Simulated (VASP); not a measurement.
A run of VASP 6.6.1:

The input INCAR:

```
SYSTEM = BN
PREC = Accurate
ENCUT = 520
EDIFF = 1E-6
ISMEAR = 0
SIGMA = 0.02
LREAL = .FALSE.
LASPH = .TRUE.
NELM = 60
ALGO = Normal
ISIF = 2
LWAVE = .FALSE.
LCHARG = .TRUE.
GGA = PE
IVDW = 12
LELF = .TRUE.
LVHAR = .TRUE.
NBANDS = 11
```

File KPOINTS:

```
regular mesh
0
G
  12 12 12
  0 0 0
```

The input POSCAR:

```
BN
1.0
    1.2460678342      0.7194175995      2.9321149217
   -1.2460678342      0.7194175995      2.9321149217
    0.0000000000     -1.4388351991      2.9321149217
B N
1 1
Direct
    1.0001576619      1.0001576619      1.0001576619
    0.3322753381      0.3322753381      0.3322753381
```

Potentials or basis: VASP PAW PBE potentials, release 64 (B, N).

Command:

```console
$ cat potpaw_PBE.64/B/POTCAR potpaw_PBE.64/N/POTCAR > POTCAR
$ mpirun -np 1 vasp_std > vasp.out
```

Hardware: 1 thread of AMD EPYC 7R13, with other jobs on the host.

Question: How long does it take, and how much memory?

Answer: Wall time 59 s on 1 thread of AMD EPYC 7R13, with other jobs on the host, peak memory 0.14 GiB. Counts: scf iterations 12, k points 189.
